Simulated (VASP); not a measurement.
Here is a VASP 6.6.1 calculation.

Contents of INCAR:

```
PREC     = Accurate       # precision mode
ENCUT    = 520            # plane-wave cutoff, eV
EDIFF    = 1E-6           # SCF threshold, eV
ISMEAR   = 0              # smearing method
SIGMA    = 0.02           # smearing width, eV
LREAL    = F              # projectors in reciprocal space
LASPH    = T              # aspherical terms in the spheres
NELM     = 60             # most SCF steps
ALGO     = Normal         # electronic algorithm
ISIF     = 2              # what is computed and relaxed
LWAVE    = F              # write WAVECAR
LCHARG   = T              # write CHGCAR
GGA      = PE             # functional
LELF     = T              # ELF
LVHAR    = T            
NBANDS   = 17             # bands
```

The input KPOINTS:

```
regular mesh
0
Gamma
  12 12 4
```

File POSCAR:

```
AlO
1.0
    2.9731059046      0.0000000000      0.0000000000
   -1.4865529523      2.5747852415      0.0000000000
    0.0000000000      0.0000000000      7.7849531780
Al O
2 2
Direct
    0.0000000000      0.0000000000      0.6689004267
    0.0000000000      0.0000000000      0.3310995733
    0.3333333333      0.6666666667      0.7542305428
    0.6666666667      0.3333333333      0.2457694572
```

Potentials or basis: VASP PAW PBE potentials, release 64 (Al, O).

The run is started by

```console
$ cat potpaw_PBE.64/Al/POTCAR potpaw_PBE.64/O/POTCAR > POTCAR
$ mpirun -np 1 vasp_std > vasp.out
```

Estimate the pressure.

0.0 GPa.

What does it give for the band gap on the k mesh?

1.11 eV (least direct gap 1.79 eV).

Forces on the atoms (eV/Å):
```
Al   0.000  0.000  0.020
Al   0.000  0.000 -0.020
O    0.000  0.000 -0.022
O    0.000  0.000  0.022
```

Caveat: the cell differs from its parent crystal (atoms taken out). A k mesh can miss the band edges.
